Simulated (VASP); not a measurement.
Rh: single point with PBE

Rh:

```xyz
2
Lattice="0.0000 -1.9016 -1.9016 0.0000 1.9016 -1.9016 3.8031 0.0000 0.0000" Properties=species:S:1:pos:R:3 pbc="T T T"
Rh    1.9016    0.0000   -1.9016
Rh    0.0000    0.0000    0.0000
```

```yaml
Program: VASP 6.6.1
Task: single point
Functional: PBE
Potentials_or_basis: VASP PAW PBE potentials, release 64 (Rh_pv)
Cutoff: 520 eV
k_mesh: 18 × 18 × 12
Occupations: gaussian, width 0.15 eV
Spin: no spin polarisation
Dipole_correction: no
Further_INCAR_settings: ALGO = Fast; EDIFF = 1e-06; NBANDS = 22
```

```
Pressure               : 5.9 GPa
Band gap on the k mesh : zero (band 15 reaches 12.89 eV, above the bottom of band 16 at 10.44 eV)
```

Levels at points of the mesh, in eV from the Fermi level:
| k point | band 13 | band 14 | band 15 | band 16 | band 17 | band 18 |
| --- | --- | --- | --- | --- | --- | --- |
| (0.00, 0.00, 0.00) | -0.99 | -0.99 | 0.54 | 0.99 | 0.99 | 3.27 |
| (0.50, 0.00, 0.00) | -1.90 | -1.90 | -1.10 | -1.10 | 3.06 | 3.06 |
| (0.50, 0.50, 0.00) | 0.99 | 0.99 | 0.99 | 0.99 | 3.27 | 3.27 |
| (0.00, 0.00, 0.50) | -1.46 | -1.46 | -1.46 | -1.46 | -0.27 | -0.27 |
| (0.50, 0.00, 0.50) | 0.57 | 0.57 | 0.57 | 0.57 | 0.74 | 0.74 |
| (0.50, 0.50, 0.50) | -1.21 | -1.21 | 0.99 | 0.99 | 9.63 | 9.63 |

Run time: 3.1 min on 1 thread of Intel(R) Xeon(R) Platinum 8259CL CPU @ 2.50GHz (Skylake/Cascade Lake) (shared host), peak memory 0.28 GiB.
